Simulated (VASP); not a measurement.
Ir, 1 atom in the cell. Symmetry: I4/mmm, No. 139, tetragonal system. Conventional cell: a = 2.513 Å, b = 2.513 Å, c = 4.148 Å, α = 90.00°, β = 90.00°, γ = 90.00°. Within 3.3 Å of Ir (site symmetry 4/mmm) lie 12 Ir at 2.51 to 2.73 Å. 

- Program: VASP 6.6.1
- Task: single point
- Functional: LDA
- Potentials or basis: VASP PAW LDA potentials, release 64 (Ir)
- Cutoff: 520 eV
- k mesh: 22 × 22 × 22
- Occupations: gaussian, width 0.15 eV
- Spin: no spin polarisation
- Dipole correction: no
- Further INCAR settings: ALGO = Fast; EDIFF = 1e-07; NBANDS = 10

Potentials or basis: VASP PAW LDA potentials, release 64 (Ir).

Run with:

```sh
$ cat potpaw_LDA.64/Ir/POTCAR > POTCAR
$ mpirun -np 1 vasp_std > vasp.out
```

Hardware: 1 thread of Intel(R) Xeon(R) Platinum 8488C (Sapphire Rapids), with other jobs on the host.

Q: How long does it take, and how much memory?

A: It took 120 s on 1 thread of Intel(R) Xeon(R) Platinum 8488C (Sapphire Rapids), with other jobs on the host, peak memory 0.22 GiB. Counts: scf iterations 19, k points 834.
